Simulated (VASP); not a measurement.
Runs of VASP 6.6.1 on MnS. Symmetry: Fm-3m, No. 225, cubic system. The conventional cell has a = 5.224 Å, b = 5.224 Å, c = 5.224 Å, α = 90.00°, β = 90.00°, γ = 90.00°. Mn (site symmetry m-3m) has 6 S at 2.61 Å within 3.4 Å. Within 3.4 Å of S (site symmetry m-3m) lie 6 Mn at 2.61 Å. 

| fixed moment (μB) | pressure (GPa) | moment (μB) |
| --- | --- | --- |
| 5.0 | 3.4 | 5.00 |
| - | 3.4 | 5.00 |
| 7.0 | (a) | 7.00 |
| 3.0 | -13.8 | 3.00 |

Alike in all rows: task single point; level PBE+U; potentials or basis VASP PAW PBE potentials, release 64 (Mn_pv, S); spin collinear, ferromagnetic start; Mn d U = 3.9 eV; cell as given; k mesh 7 × 7 × 7; cutoff (eV) 520; smearing fermi-dirac 0.05 eV.

**Question.** Fill in the values left out.

**Answer.** (a) 28.6.

Caveats: a cell with one magnetic atom can't hold antiferromagnetic order, which such compounds often take; the cell stands under pressure (at least some runs); the total moment is fixed, so each spin has its own Fermi level and the state may be an excited one (at least some runs); the cell stands under tension (at least some runs).
